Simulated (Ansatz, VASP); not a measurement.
Two plane-wave programs on Si

Contents of INCAR:

```
SYSTEM = Si
PREC = Accurate ; ENCUT = 600
EDIFF = 1E-7 ; ISMEAR = 0
SIGMA = 0.02 ; LREAL = .FALSE.
LASPH = .TRUE. ; NELM = 100
ALGO = Normal ; ISIF = 3
LWAVE = .FALSE. ; LCHARG = .FALSE.
GGA = PE ; IBRION = 2
NSW = 100 ; EDIFFG = -0.01
```

File KPOINTS:

```
regular mesh
0
G
  6 6 6
  0 0 0
```

POSCAR

```
Si
1.0
    5.2486297609      0.0000000000      0.0000000000
    0.0000000000      5.2486297609      0.0000000000
    0.0000000000      0.0000000000      4.9399911141
Si
5
Direct
    0.0000000000      0.2770168100      0.6223533651
    0.2770168100      0.0000000000      0.3776466349
    0.7229831900      0.0000000000      0.3776466349
    0.0000000000      0.7229831900      0.6223533651
    0.0000000000      0.0000000000      0.0000000000
```

Input for Ansatz:

```yaml
crystal:
  lattice:
    - [5.2486297609, 0.0, 0.0]
    - [0.0, 5.2486297609, 0.0]
    - [0.0, 0.0, 4.9399911141]
  atoms:
    - { symbol: Si, position: [0.0, 0.27701681, 0.6223533651] }
    - { symbol: Si, position: [0.27701681, 0.0, 0.3776466349] }
    - { symbol: Si, position: [0.72298319, 0.0, 0.3776466349] }
    - { symbol: Si, position: [0.0, 0.72298319, 0.6223533651] }
    - { symbol: Si, position: [0.0, 0.0, 0.0] }
basis:
  ecutwfc: 420
kpoints:
  mp_grid: { grid: [6, 6, 6] }
hamiltonian:
  xc: pbe
scf:
  occupations: { method: gaussian, width: 0.02 }
output:
  forces: true
  stress: true
  eigenvalues: true
relax:
  adjacent_minimum: "off"
  f_tol: 0.01
  max_steps: 80
  cell: { stress_tol: 0.05 }
```

Alike in both runs: task relaxation of cell and atoms; functional PBE; k mesh 6 × 6 × 6; occupations gaussian, width 0.02 eV; no spin polarisation.

```csv
,VASP,Ansatz
version,VASP 6.6.1,Ansatz 0.2.0
potentials or method,"VASP PAW PBE potentials, release 64 (Si), cutoff 600 eV","scalar-relativistic, plane waves, PAW"
valence electrons in the cell,20,20
```

Ansatz gave:

```
gap on the k mesh at the Fermi level, each at its own relaxed structure (eV) : 0.99
relaxed volume (Å³/atom)                                                     : 27.31
relaxed length of the cell vector where the two differ most in proportion (Å)              : 5.256
```

**Question.** What did VASP give for the same quantities?

**Answer.** gap on the k mesh at the Fermi level, each at its own relaxed structure (eV): 0.98; relaxed volume (Å³/atom): 27.30; relaxed length of the cell vector where the two differ most in proportion (Å): 5.254.
